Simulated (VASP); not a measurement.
Set up this calculation in VASP 6.6.1, as the native input.

```yaml
Task: relaxation of cell and atoms
Functional: BLYP
Dispersion: D4
Potentials_or_basis: VASP PAW PBE potentials, release 64 (Pb_d, Se)
Cutoff: 600 eV
k_mesh: 7 × 7 × 7
Occupations: fermi-dirac, width 0.05 eV
Spin: no spin polarisation
Dipole_correction: no
Further_INCAR_settings: ALGO = Normal; EDIFF = 1e-06; IBRION = 2; EDIFFG = -0.01; NSW = 60; ISIF = 3
```

The structure of PbSe lies in POSCAR:

```
PbSe
1.0
    3.7843220000      0.0000000000      0.0000000000
    0.0000000000      3.7843220000      0.0000000000
    0.0000000000      0.0000000000      3.7843220000
Pb Se
1 1
Direct
    0.0000000000      0.0000000000      0.0000000000
    0.5000000000      0.5000000000      0.5000000000
```

The input as run:

INCAR

```
  PREC = Accurate
  ENCUT = 600
  EDIFF = 1E-6
  ISMEAR = -1
  SIGMA = 0.05
  LREAL = F
  LASPH = T
  NELM = 80
  ALGO = Normal
  ISIF = 3
  LWAVE = F
  LCHARG = F
  GGA = B5
  ALDAX = 1.0
  AGGAX = 1.0
  AGGAC = 1.0
  ALDAC = 0.0
  IVDW = 13
  VDW_S6 = 1.0
  VDW_S8 = 2.34076671
  VDW_A1 = 0.44488865
  VDW_A2 = 4.0933009
  IBRION = 2
  NSW = 60
  EDIFFG = -0.01
```

KPOINTS

```
Automatic mesh
0
Gamma
  7 7 7
```

Potentials or basis: VASP PAW PBE potentials, release 64 (Pb_d, Se).

Command:

```console
$ cat potpaw_PBE.64/Pb_d/POTCAR potpaw_PBE.64/Se/POTCAR > POTCAR
$ mpirun -np 1 vasp_std > vasp.out
```

It gave:

- Relaxed volume: 27.05 Å³/atom
- Relaxed cell: a = 3.782 Å, b = 3.782 Å, c = 3.782 Å, α = 90.00°, β = 90.00°, γ = 90.00°
- Space group after relaxing (to 0.05 Å): Pm-3m (No. 221)
- Energy gained by relaxing: 0.0 meV/atom
- Ionic steps: 2
- Pressure after relaxing: 0.0 GPa
- Band gap on the k mesh: zero (band 10 reaches 5.75 eV, above the bottom of band 11 at 5.72 eV)
- Dispersion energy per atom: -0.794 eV

Caveat: the PAW data sets were made with another functional, which shifts forces and pressure a little; spin-orbit coupling is left out, which moves the levels of the heavy elements; pairwise dispersion overbinds metals, which lowers pressure and volume.

It took 76 s on 1 thread of Intel(R) Xeon(R) Platinum 8259CL CPU @ 2.50GHz (Skylake/Cascade Lake) (shared host), peak memory 0.17 GiB.
